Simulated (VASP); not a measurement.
Wanted: the native input for a VASP 6.6.1 run.

| Property | Result |
| --- | --- |
| Task | relaxation of cell and atoms |
| Functional | LDA |
| Potentials or basis | VASP PAW LDA potentials, release 64 (Hf_pv, N) |
| Cutoff | 600 eV |
| k mesh | 22 × 22 × 22 |
| Occupations | fermi-dirac, width 0.15 eV |
| Spin | no spin polarisation |
| Dipole correction | no |
| Further INCAR settings | ALGO = Normal; EDIFF = 1e-06; IBRION = 2; EDIFFG = -0.001; NSW = 80; ISIF = 3 |

The structure of HfN (k07) lies in POSCAR:

```
HfN
1.0
    0.0000000000      2.2340868649      2.2340868649
    2.2340868649      0.0000000000      2.2340868649
    2.2340868649      2.2340868649      0.0000000000
Hf N
1 1
Direct
    0.0000000000      0.0000000000      0.0000000000
    0.5000000000      0.5000000000      0.5000000000
```

The input as run:

INCAR

```
SYSTEM = HfN
PREC = Accurate
ENCUT = 600
EDIFF = 1E-6
ISMEAR = -1
SIGMA = 0.15
LREAL = .FALSE.
LASPH = .TRUE.
NELM = 80
ALGO = Normal
ISIF = 3
LWAVE = .FALSE.
LCHARG = .FALSE.
GGA = CA
IBRION = 2
NSW = 80
EDIFFG = -0.001
```

KPOINTS

```
Automatic mesh
0
G
  22 22 22
  0 0 0
```

Potentials or basis: VASP PAW LDA potentials, release 64 (Hf_pv, N).

Command:

```bash
$ cat potpaw_LDA.64/Hf_pv/POTCAR potpaw_LDA.64/N/POTCAR > POTCAR
$ mpirun -np 1 vasp_std > vasp.out
```

Results of the run:

```json
{
 "Relaxed volume": "11.11 Å³/atom",
 "Relaxed cell": "a = 3.156 Å, b = 3.156 Å, c = 3.156 Å, α = 60.00°, β = 60.00°, γ = 60.00°",
 "Space group after relaxing (to 0.05 Å)": "Fm-3m (No. 225)",
 "Energy gained by relaxing": "0.1 meV/atom",
 "Ionic steps": "3",
 "Pressure after relaxing": "0.0 GPa"
}
```

It took 99 s on 1 thread of Intel(R) Xeon(R) 6975P-C (Granite Rapids) (shared host), peak memory 0.25 GiB.
